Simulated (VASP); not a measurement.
# FeS2 (Pbca) in VASP: single point with PBE+U

Aim: the single point of FeS2 with PBE+U.

All numbers are computed with VASP 6.6.1; they aren't measurements. Logs are shortened: lines on timing, memory, paths and dates and some standing lists are left out, and cuts for length are marked.

### 1 The cell of the first run

The structure is orthorhombic, space group Pbca (No. 61). Conventional cell: a = 5.953 Å, b = 6.022 Å, c = 6.031 Å, α = 90.00°, β = 90.00°, γ = 90.00°. Within 3.3 Å of Fe (site symmetry -1) lie 6 S at 2.54 to 2.55 Å. Within 2.8 Å of S (site symmetry 1) lie 1 S at 2.10 Å and 3 Fe at 2.54 to 2.55 Å.

### 2 Single point, PBE+U, collinear spin, antiferromagnetic start

The input, INCAR:

```
  ALGO = Normal
  EDIFF = 1E-6
  ENCUT = 600
  GGA = PE
  GGA_COMPAT = False
  ISIF = 2
  ISMEAR = 0
  ISPIN = 2
  KPAR = 4
  LASPH = True
  LCHARG = False
  LDAU = True
  LDAUJ = 0 0
  LDAUL = 2 -1
  LDAUPRINT = 1
  LDAUTYPE = 2
  LDAUU = 4 0
  LMAXMIX = 4
  LORBIT = 11
  LREAL = False
  LWAVE = False
  MAGMOM = 3.84 3.84 -3.84 -3.84 0 0 0 0 0 0 0 0
  NBANDS = 56
  NELM = 200
  PREC = Accurate
  SIGMA = 0.05
```

The input, KPOINTS:

```
k-points
0
Gamma
  4 4 4
```

The input, POSCAR:

```
FeS2
1.0
    6.0308953981      0.0000000834      0.0000000000
    0.0000000834      5.9531460191      0.0000000000
    0.0000000000      0.0000000000      6.0219712165
Fe S
4 8
Direct
    0.0000000000      0.0000000000      0.0000000000
    0.5000000000      0.0000000000      0.5000000000
    0.5000000000      0.5000000000      0.0000000000
    0.0000000000      0.5000000000      0.5000000000
    0.3991553593      0.4010804004      0.3970393770
    0.1008446407      0.5989195996      0.8970393770
    0.8991553704      0.0989195240      0.6029607013
    0.6008446296      0.9010804760      0.1029607013
    0.6008446407      0.5989195996      0.6029606230
    0.8991553593      0.4010804004      0.1029606230
    0.1008446296      0.9010804760      0.3970392987
    0.3991553704      0.0989195240      0.8970392987
```

Potentials or basis: VASP PAW PBE potentials, release 64 (Fe, S).

On the command line:

```
$ cat potpaw_PBE.64/Fe/POTCAR potpaw_PBE.64/S/POTCAR > POTCAR
$ mpirun -np 4 vasp_std > vasp.out
```

OUTCAR:

```text
EDIFF = 1E-6
   ENCUT = 600
   GGA = PE
   ISIF = 2
   ISMEAR = 0
   ISPIN = 2
   LASPH = True
   LORBIT = 11
   LREAL = False
   NELM = 200
   PREC = Accurate

 ion  position               nearest neighbor table
   1  0.000  0.000  0.000-   7 2.54  11 2.54  10 2.54   6 2.54   8 2.55  12 2.55
   2  0.500  0.000  0.500-   8 2.54  12 2.54   9 2.54   5 2.54  11 2.55   7 2.55
   3  0.500  0.500  0.000-   5 2.54   9 2.54   8 2.54  12 2.54  10 2.55   6 2.55
   4  0.000  0.500  0.500-   6 2.54  10 2.54   7 2.54  11 2.54   5 2.55   9 2.55
   5  0.399  0.401  0.397-   9 2.10   3 2.54   2 2.54   4 2.55
   6  0.101  0.599  0.897-  10 2.10   4 2.54   1 2.54   3 2.55
   7  0.899  0.099  0.603-  11 2.10   1 2.54   4 2.54   2 2.55
   8  0.601  0.901  0.103-  12 2.10   2 2.54   3 2.54   1 2.55
   9  0.601  0.599  0.603-   5 2.10   3 2.54   2 2.54   4 2.55
  10  0.899  0.401  0.103-   6 2.10   4 2.54   1 2.54   3 2.55
  11  0.101  0.901  0.397-   7 2.10   1 2.54   4 2.54   2 2.55
  12  0.399  0.099  0.897-   8 2.10   2 2.54   3 2.54   1 2.55

  LATTYP: Found a simple orthorhombic cell.
 ALAT       =     5.9531460191
 B/A-ratio  =     1.0115611472
 C/A-ratio  =     1.0130602170

  Lattice vectors:

 A1 = (   0.0000000834,   5.9531460191,   0.0000000000)
 A2 = (   0.0000000000,   0.0000000000,   6.0219712165)
 A3 = (   6.0308953981,   0.0000000834,   0.0000000000)

Analysis of symmetry for initial positions (statically):
=====================================================================
 Subroutine PRICEL returns:
 Original cell was already a primitive cell.

 Routine SETGRP: Setting up the symmetry group for a
 simple orthorhombic supercell.

 Subroutine GETGRP returns: Found  8 space group operations
 (whereof  2 operations were pure point group operations)
 out of a pool of  8 trial point group operations.

The static configuration has the point symmetry S_2 .
 The point group associated with its full space group is D_2h.

Analysis of symmetry for dynamics (positions and initial velocities):
=====================================================================
 Subroutine PRICEL returns:
 Original cell was already a primitive cell.

 Routine SETGRP: Setting up the symmetry group for a
 simple orthorhombic supercell.

 Subroutine GETGRP returns: Found  8 space group operations
 (whereof  2 operations were pure point group operations)
 out of a pool of  8 trial point group operations.

The dynamic configuration has the point symmetry S_2 .
 The point group associated with its full space group is D_2h.

Analysis of structural, dynamic, and magnetic symmetry:
=====================================================================
 Subroutine PRICEL returns:
 Original cell was already a primitive cell.

 Routine SETGRP: Setting up the symmetry group for a
 simple orthorhombic supercell.

 Subroutine GETGRP returns: Found  8 space group operations
 (whereof  2 operations were pure point group operations)
 out of a pool of  8 trial point group operations.

The overall configuration has the point symmetry S_2 .
 The point group associated with its full space group is D_2h.

 Subroutine INISYM returns: Found  8 space group operations
 (whereof  2 operations are pure point group operations),
 and found     1 'primitive' translations

----------------------------------------------------------------------------------------

                                     Primitive cell

  volume of cell :     216.2056

  direct lattice vectors                    reciprocal lattice vectors
     6.030895398  0.000000083  0.000000000     0.165812858 -0.000000002  0.000000000
     0.000000083  5.953146019  0.000000000    -0.000000002  0.167978410  0.000000000
     0.000000000  0.000000000  6.021971216     0.000000000  0.000000000  0.166058582

  length of vectors
     6.030895398  5.953146019  6.021971216     0.165812858  0.167978410  0.166058582

  position of ions in fractional coordinates (direct lattice)
     0.000000000  0.000000000  0.000000000
     0.500000000  1.000000000  0.500000000
     0.500000000  0.500000000  0.000000000
     1.000000000  0.500000000  0.500000000
     0.399155359  0.401080400  0.397039377
     0.100844641  0.598919600  0.897039377
[... 94 lines left out ...]
   LREAL  =      F    real-space projection
   EDIFFG = 0.1E-04   stopping-criterion for IOM
   NSW    =      0    number of steps for IOM
   IBRION =     -1    ionic relax: 0-MD 1-quasi-New 2-CG
   NFREE  =      0    steps in history (QN), initial steepest desc. (CG)
   ISIF   =      2    stress and relaxation
   ISYM   =      2    0-nonsym 1-usesym 2-fastsym
   POTIM  = 0.5000    time-step for ionic-motion
   TEBEG  =    0.0;   TEEND  =   0.0 temperature during run
   PSTRESS=    0.0 pullay stress
   NELECT =      80.0000    total number of electrons
   NUPDOWN=      -1.0000    fix difference up-down
   EMIN   =  10.00;   EMAX   =-10.00  energy-range for DOS
   EFERMI =   0.00;   METHOD = LEGACY
   ISMEAR =     0;   SIGMA  =   0.05  broadening in eV -4-tet -1-fermi 0-gaus
   EFERMI_NEDOS =   21; number of points for ismear=-14 and -15
   IALGO  =     38    algorithm
   IMIX   =      4    mixing-type and parameters
     AMIX     =   0.40;   BMIX     =  1.00
     AMIX_MAG =   1.60;   BMIX_MAG =  1.00
  volume/ion in A,a.u.               =      18.02       121.59
  Fermi-wavevector in a.u.,A,eV,Ry     =   1.175301  2.220997 18.794173  1.381333
  Thomas-Fermi vector in A             =   2.311684
   LORBIT       =     11    0 simple, 1 ext, 2 COOP (PROOUT), +10 PAW based schemes
 LDA+U is selected, type is set to LDAUTYPE =  2
   angular momentum for each species LDAUL =     2   -1
   U (eV)           for each species LDAUU =   4.0  0.0
   J (eV)           for each species LDAUJ =   0.0  0.0
   GGA     = PE    functional components
   LHFCALC =     F    Hartree Fock is set to
   AEXX    =    0.0000 exact exchange contribution
   IVDW    =     0    specifies the selected vdW correction
   LEPSILON=     F    determine dielectric tensor
   LRPA    =     F    only Hartree local field effects (RPA)
 spin polarized calculation
 Gauss-broadening in eV      SIGMA  =   0.05
  energy-cutoff  :      600.00
  volume of cell :      216.21
 maximum number of plane-waves:      7248
   NGX = 25   NGY = 23   NGZ = 25

 number of electron      80.0000000 magnetization      -0.0000000

atom =   1  type =  1  l = 2

 onsite density matrix

spin component  1
[... 116 lines left out ...]
  o =  0.0183  v =  0.6093 -0.6445  0.1241 -0.0451  0.4425  0.0000  0.0000  0.0000  0.0000  0.0000      0.0000  0.0000  0.0000  0.0000  0.0000  0.0000  0.0000  0.0000  0.0000  0.0000
  o =  0.0355  v = -0.6452 -0.6196  0.1251  0.4291 -0.0055  0.0000  0.0000  0.0000  0.0000  0.0000      0.0000  0.0000  0.0000  0.0000  0.0000  0.0000  0.0000  0.0000  0.0000  0.0000
  o =  0.1230  v =  0.2855  0.1555  0.7739  0.4236 -0.3405  0.0000  0.0000  0.0000  0.0000  0.0000      0.0000  0.0000  0.0000  0.0000  0.0000  0.0000  0.0000  0.0000  0.0000  0.0000
  o =  0.1758  v =  0.2812 -0.3592 -0.3877  0.0068 -0.8010  0.0000  0.0000  0.0000  0.0000  0.0000      0.0000  0.0000  0.0000  0.0000  0.0000  0.0000  0.0000  0.0000  0.0000  0.0000
  o =  0.9046  v = -0.2278 -0.2177  0.4687 -0.7965 -0.2159  0.0000  0.0000  0.0000  0.0000  0.0000      0.0000  0.0000  0.0000  0.0000  0.0000  0.0000  0.0000  0.0000  0.0000  0.0000
  o =  0.9399  v =  0.0000  0.0000  0.0000  0.0000  0.0000 -0.2785 -0.3177  0.4940 -0.7320 -0.2040      0.0000  0.0000  0.0000  0.0000  0.0000  0.0000  0.0000  0.0000  0.0000  0.0000
  o =  0.9501  v =  0.0000  0.0000  0.0000  0.0000  0.0000 -0.6223  0.5465 -0.1967  0.0131 -0.5246      0.0000  0.0000  0.0000  0.0000  0.0000  0.0000  0.0000  0.0000  0.0000  0.0000
  o =  0.9540  v =  0.0000  0.0000  0.0000  0.0000  0.0000  0.5572  0.6201 -0.0917 -0.5446  0.0058      0.0000  0.0000  0.0000  0.0000  0.0000  0.0000  0.0000  0.0000  0.0000  0.0000
  o =  0.9848  v =  0.0000  0.0000  0.0000  0.0000  0.0000  0.3668 -0.4196 -0.4178 -0.0398 -0.7164      0.0000  0.0000  0.0000  0.0000  0.0000  0.0000  0.0000  0.0000  0.0000  0.0000
  o =  0.9850  v =  0.0000  0.0000  0.0000  0.0000  0.0000 -0.3003 -0.1996 -0.7310 -0.4072  0.4121      0.0000  0.0000  0.0000  0.0000  0.0000  0.0000  0.0000  0.0000  0.0000  0.0000

 number of electron      80.0000010 magnetization       0.0000000

 Free energy of the ion-electron system (eV)
  ---------------------------------------------------
  ext. energy  EPLUGINS =         0.00000000
  ---------------------------------------------------
  free energy    TOTEN  =       -61.01425377 eV

  energy without entropy =      -61.01425377  energy(sigma->0) =      -61.01425377

 E-fermi :   5.6548     XC(G=0): -10.2303

 val. band max:        5.4469069217   @ k =   0.0000   0.5000   0.0000
 cond. band min:       6.2209390930   @ k =   0.0000   0.5000   0.0000
 fundamental gap:      0.7740321713
 Fermi energy:         5.6547830299

 spin component 1

 k-point     1 :       0.0000    0.0000    0.0000
  band No.  band energies     occupation
      1     -10.6048      1.00000
      2      -9.7017      1.00000
      3      -9.6652      1.00000
      4      -9.6554      1.00000
      5      -6.3519      1.00000
      6      -6.3169      1.00000
[... 2633 lines left out ...]
     51       8.4244      0.00000
     52       8.4244      0.00000

 [... further k-points ...]

 [bands above 52 left out]

------------------------ aborting loop because EDIFF is reached ----------------------------------------

  FORCE on cell =-STRESS in cart. coord.  units (eV):
  Direction    XX          YY          ZZ          XY          YZ          ZX
  --------------------------------------------------------------------------------------
  -------------------------------------------------------------------------------------
  Total       -1.0410162     -1.0487710     -0.9911538     -0.0000000     -0.0000000      0.0000000
  in kB       -7.7143805     -7.7718469     -7.3448783     -0.0000002     -0.0000000      0.0000000
  external PRESSURE =      -7.6103686 kB  Pullay stress =       0.0000000 kB

 VOLUME and BASIS-vectors are now :
 -----------------------------------------------------------------------------
  energy-cutoff  :      600.00
  volume of cell :      216.21
      direct lattice vectors                 reciprocal lattice vectors
     6.030895398  0.000000083  0.000000000     0.165812858 -0.000000002  0.000000000
     0.000000083  5.953146019  0.000000000    -0.000000002  0.167978410  0.000000000
     0.000000000  0.000000000  6.021971216     0.000000000  0.000000000  0.166058582

 POSITION                                       TOTAL-FORCE (eV/Angst)
 -----------------------------------------------------------------------------------
      0.00000      0.00000      0.00000         0.000000      0.000000      0.000000
      3.01545      0.00000      3.01099         0.000000      0.000000      0.000000
      3.01545      2.97657      0.00000         0.000000      0.000000      0.000000
      0.00000      2.97657      3.01099         0.000000      0.000000      0.000000
      2.40726      2.38769      2.39096         0.047876      0.027569      0.026967
      0.60818      3.56546      5.40195        -0.047876     -0.027569      0.026967
      5.42271      0.58888      3.63101         0.047876     -0.027569     -0.026967
      3.62363      5.36426      0.62003        -0.047876      0.027569     -0.026967
      3.62363      3.56546      3.63101        -0.047876     -0.027569     -0.026967
      5.42271      2.38769      0.62003         0.047876      0.027569     -0.026967
      0.60818      5.36426      2.39096        -0.047876      0.027569      0.026967
      2.40726      0.58888      5.40194         0.047876     -0.027569      0.026967
 -----------------------------------------------------------------------------------
    total drift:                               -0.000000      0.000000     -0.000000

  FREE ENERGIE OF THE ION-ELECTRON SYSTEM (eV)
  ---------------------------------------------------
  free  energy   TOTEN  =       -61.0142537734 eV

  energy  without entropy=      -61.0142537733  energy(sigma->0) =      -61.01425377

 total charge

# of ion       s       p       d       tot
------------------------------------------
    1        0.315   0.336   6.052   6.702
    2        0.315   0.336   6.052   6.702
    3        0.315   0.336   6.052   6.702
    4        0.315   0.336   6.052   6.702
    5        1.342   2.340   0.000   3.682
    6        1.342   2.340   0.000   3.682
    7        1.342   2.340   0.000   3.682
    8        1.342   2.340   0.000   3.682
    9        1.342   2.340   0.000   3.682
   10        1.342   2.340   0.000   3.682
   11        1.342   2.340   0.000   3.682
   12        1.342   2.340   0.000   3.682
--------------------------------------------------
tot         11.999  20.062  24.207  56.269

 magnetization (x)

# of ion       s       p       d       tot
------------------------------------------
    1        0.028   0.018   3.553   3.599
    2        0.028   0.018   3.553   3.599
    3       -0.028  -0.018  -3.553  -3.599
    4       -0.028  -0.018  -3.553  -3.599
    5       -0.004  -0.010   0.000  -0.014
    6       -0.004  -0.010   0.000  -0.014
    7        0.004   0.010   0.000   0.014
    8        0.004   0.010   0.000   0.014
    9       -0.004  -0.010   0.000  -0.014
   10       -0.004  -0.010   0.000  -0.014
   11        0.004   0.010   0.000   0.014
   12        0.004   0.010   0.000   0.014
--------------------------------------------------
tot          0.000   0.000   0.000   0.000
```

Wall time 11 min (4 MPI ranks of Intel Xeon Platinum 8259CL at 2.50GHz (Skylake/Cascade Lake), shared host); peak memory 0.76 GiB.

What came out:

```
Free energy                                           : -61.0143 eV
Pressure                                              : -0.8 GPa
Largest force                                         : 0.061 eV/Å
Band gap on the k mesh                                : 0.77 eV
Net moment                                            : 0.00 μB per cell
Site moments                                          : Fe +3.60, -3.60 (each value once); S -0.01, +0.01 (each value once) μB
Valence electrons inside the program's atomic spheres : Fe 6.70; S 3.68
```

Forces in eV/Å, atoms in the order of the input:
```
Fe   0.000  0.000  0.000
Fe   0.000  0.000  0.000
Fe   0.000  0.000  0.000
Fe   0.000  0.000  0.000
S    0.048  0.028  0.027
S   -0.048 -0.028  0.027
S    0.048 -0.028 -0.027
S   -0.048  0.028 -0.027
S   -0.048 -0.028 -0.027
S    0.048  0.028 -0.027
S   -0.048  0.028  0.027
S    0.048 -0.028  0.027
```

Eigenvalues of the final occupation matrices:
```
    site  spin  trace               eigenvalues
site 1 d     1   4.81  0.94 0.95 0.95 0.98 0.99
site 1 d     2   1.26  0.02 0.04 0.12 0.18 0.90
site 2 d     1   4.81  0.94 0.95 0.95 0.98 0.99
site 2 d     2   1.26  0.02 0.04 0.12 0.18 0.90
site 3 d     1   1.26  0.02 0.04 0.12 0.18 0.90
site 3 d     2   4.81  0.94 0.95 0.95 0.98 0.99
site 4 d     1   1.26  0.02 0.04 0.12 0.18 0.90
site 4 d     2   4.81  0.94 0.95 0.95 0.98 0.99
```

A k mesh can miss the band edges. The state reached can hang on the start; a lower one may exist.
